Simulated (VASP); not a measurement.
# Hg (P6_3/mmc) in VASP: a series of runs, part 2 of 2

VASP 6.6.1.

### Step 3. Single point, PBEsol+D3(BJ)

This run uses another cell than the first one, of the same volume but with other edges.

Contents of INCAR:

```
SYSTEM = Hg
  ALGO = Fast
  EDIFF = 1E-7
  ENCUT = 520
  GGA = PS
  ISIF = 2
  ISMEAR = 0
  IVDW = 12
  LASPH = .True.
  LCHARG = .True.
  LELF = .True.
  LREAL = .False.
  LVHAR = .True.
  LWAVE = .False.
  NBANDS = 19
  NELM = 60
  PREC = Accurate
  SIGMA = 0.15
```

Contents of KPOINTS:

```
k-points
0
Gamma
  18 18 10
  0 0 0
```

Contents of POSCAR:

```
Hg
1.0
    3.1935000000      0.0000000000      0.0000000000
   -1.5967500000      2.7656521270      0.0000000000
    0.0000000000      0.0000000000      5.0554047156
Hg
2
Direct
    0.6666666667      0.3333333333      0.7500000000
    0.3333333333      0.6666666667      0.2500000000
```

Potentials or basis: VASP PAW PBE potentials, release 64 (Hg).

On the command line:

```bash
$ cat potpaw_PBE.64/Hg/POTCAR > POTCAR
$ mpirun -np 1 vasp_std > vasp.out
```

OUTCAR:

```text
SYSTEM = Hg
   EDIFF = 1E-7
   ENCUT = 520
   GGA = PS
   ISIF = 2
   ISMEAR = 0
   IVDW = 12
   LASPH = .True.
   LREAL = .False.
   NELM = 60
   PREC = Accurate
 IVDW          = 12

 ion  position               nearest neighbor table
   1  0.667  0.333  0.750-   2 3.13   2 3.13   2 3.13   2 3.13   2 3.13   2 3.13
   2  0.333  0.667  0.250-   1 3.13   1 3.13   1 3.13   1 3.13   1 3.13   1 3.13

  LATTYP: Found a hexagonal cell.
 ALAT       =     3.1935000000
 C/A-ratio  =     1.5830295023

  Lattice vectors:
[... 721 lines left out ...]

 Edisp (eV)   -0.89577

 E8    (eV) :    -0.6077

  FORCE on cell =-STRESS in cart. coord.  units (eV):
  Direction    XX          YY          ZZ          XY          YZ          ZX
  --------------------------------------------------------------------------------------
  -------------------------------------------------------------------------------------
  Total      -0.14542    -0.14542    -0.18212     0.00000     0.00000     0.00000
  in kB      -5.21821    -5.21821    -6.53506     0.00000     0.00000     0.00000
  external pressure =       -5.66 kB  Pullay stress =        0.00 kB

 VOLUME and BASIS-vectors are now :
 -----------------------------------------------------------------------------
  energy-cutoff  :      520.00
  volume of cell :       44.65
      direct lattice vectors                 reciprocal lattice vectors
     3.193500000  0.000000000  0.000000000     0.313136058  0.180789187  0.000000000
    -1.596750000  2.765652127  0.000000000     0.000000000  0.361578374  0.000000000
     0.000000000  0.000000000  5.055404716     0.000000000  0.000000000  0.197808100

 POSITION                                       TOTAL-FORCE (eV/Angst)
 -----------------------------------------------------------------------------------
      1.59675      0.92188      3.79155         0.000000     -0.000000      0.000000
     -0.00000      1.84377      1.26385        -0.000000      0.000000      0.000000
 -----------------------------------------------------------------------------------
    total drift:                               -0.000000      0.000000     -0.000000

  FREE ENERGIE OF THE ION-ELECTRON SYSTEM (eV)
  ---------------------------------------------------
  free  energy   TOTEN  =        -1.9599563027 eV

  energy  without entropy=       -1.9519467561  energy(sigma->0) =       -1.95595153
```

stdout:

```text
POSCAR found type information on POSCAR Hg
 POSCAR found :  1 types and       2 ions
 scaLAPACK will be used
 -----------------------------------------------------------------------------
|                                                                             |
|                                                                             |
|     You enforced a specific xc type in the INCAR file but a different       |
|     I HOPE YOU KNOW WHAT YOU ARE DOING!                                     |
|                                                                             |
 -----------------------------------------------------------------------------

 LDA part: xc-table for (Slater+PW92), standard interpolation
 POSCAR, INCAR and KPOINTS ok, starting setup
 FFT: planning ... GRIDC
 FFT: planning ... GRID_SOFT
 FFT: planning ... GRID
 WAVECAR not read
 entering main loop
```

Wall time 2.5 min (1 thread of Intel Xeon 8259CL, shared host); peak memory 0.29 GiB.

What came out:

| Quantity | Value |
| --- | --- |
| Free energy | -1.9600 eV |
| Pressure | -0.6 GPa |
| Band gap on the k mesh | zero (bands 12 and 13 overlap by 1.40 eV) |
| Dispersion energy per atom | -0.448 eV |

Levels at points of the mesh, in eV from the Fermi level:
```
           k point  band 8  band 9  band 10  band 11  band 12  band 13  band 14  band 15  band 16  band 17
(0.00, 0.00, 0.00)   -6.67   -6.67    -5.83    -5.83    -1.65    -1.04    12.68    12.68    13.00    14.74
(0.50, 0.00, 0.00)   -5.81   -5.69    -5.67    -2.46    -2.45     3.19     3.29     4.23     6.86     7.56
(0.00, 0.00, 0.50)   -6.71   -6.08    -6.08    -6.08    -6.08     7.53     7.53    13.25    13.25    13.79
(0.50, 0.00, 0.50)   -5.82   -5.73    -5.73    -1.42    -1.42    -0.26    -0.26     9.35     9.35    10.58
```

Caveat: the PAW data sets were made with another functional, which shifts forces and pressure a little; spin-orbit coupling is left out, which moves the levels of the heavy elements.

### Step 4. Single point, PBEsol+D3(BJ)

This run uses another cell than the first one, of 22.35 Å³/atom.

Contents of INCAR:

```
PREC = Accurate
ENCUT = 520
EDIFF = 1E-6
ISMEAR = 0
SIGMA = 0.15
LREAL = False
LASPH = True
NELM = 100
ALGO = Fast
ISIF = 2
LWAVE = False
LCHARG = True
GGA = PS
IVDW = 12
LELF = True
LVHAR = True
NBANDS = 19
```

Contents of KPOINTS:

```
regular mesh
0
Gamma
  18 18 10
```

Contents of POSCAR:

```
Hg
1.0
    3.0358000000      0.0000000000      0.0000000000
   -1.5179000000      2.6290799208      0.0000000000
    0.0000000000      0.0000000000      5.6014000000
Hg
2
Direct
    0.6666666667      0.3333333333      0.7500000000
    0.3333333333      0.6666666667      0.2500000000
```

On the command line:

```bash
$ cat potpaw_PBE.64/Hg/POTCAR > POTCAR
$ mpirun -np 1 vasp_std > vasp.out
```

Run time: 2.9 min. Hardware: 1 thread of Intel Xeon 8259CL, shared host; peak memory 0.29 GiB.

It converged, with:

| Quantity | Value |
| --- | --- |
| Free energy | -1.9417 eV |
| Pressure | -0.6 GPa |
| Band gap on the k mesh | zero (bands 12 and 13 overlap by 2.84 eV) |
| Dispersion energy per atom | -0.447 eV |

Stress tensor (GPa, compression positive):
```
 0.08  0.00  0.00
 0.00  0.08  0.00
 0.00  0.00 -2.01
```

Levels at points of the mesh, in eV from the Fermi level:
```tsv
k point	band 10	band 11	band 12	band 13	band 14	band 15
(0.00, 0.00, 0.00)	-6.00	-6.00	-2.81	-2.46	11.29	13.99
(0.50, 0.00, 0.00)	-5.61	-1.99	-1.75	2.04	2.24	3.81
(0.00, 0.00, 0.50)	-6.19	-6.19	-6.19	4.61	4.61	14.30
(0.50, 0.00, 0.50)	-5.63	-1.16	-1.16	-0.23	-0.23	8.54
```

Caveat: the PAW data sets were made with another functional, which shifts forces and pressure a little; spin-orbit coupling is left out, which moves the levels of the heavy elements.

### Step 5. The runs side by side

| cell | further INCAR settings | gap on the mesh (eV) | pressure (GPa) |
| --- | --- | --- | --- |
| a = 3.312, b = 3.312, c = 4.691 Å, angles 90.0, 90.0, 120.0°, 2 atoms | ALGO = Fast; EDIFF = 1e-06; NBANDS = 19 | none | -0.1 |
| a = 3.193, b = 3.194, c = 5.055 Å, angles 90.0, 90.0, 120.0°, 2 atoms | ALGO = Fast; EDIFF = 1e-07; NBANDS = 19 | none | -0.6 |
| a = 3.036, b = 3.036, c = 5.601 Å, angles 90.0, 90.0, 120.0°, 2 atoms | ALGO = Fast; EDIFF = 1e-06; NBANDS = 19 | none | -0.6 |

Alike in all rows: task single point; level PBEsol+D3(BJ); potentials or basis VASP PAW PBE potentials, release 64 (Hg); no spin polarisation; k mesh 18 × 18 × 10; cutoff (eV) 520; smearing gaussian 0.15 eV.

Caveats: the PAW data sets were made with another functional, which shifts forces and pressure a little; spin-orbit coupling is left out, which moves the levels of the heavy elements.

Total energies depend on the potentials used, so only differences within one code and one set of settings carry meaning.
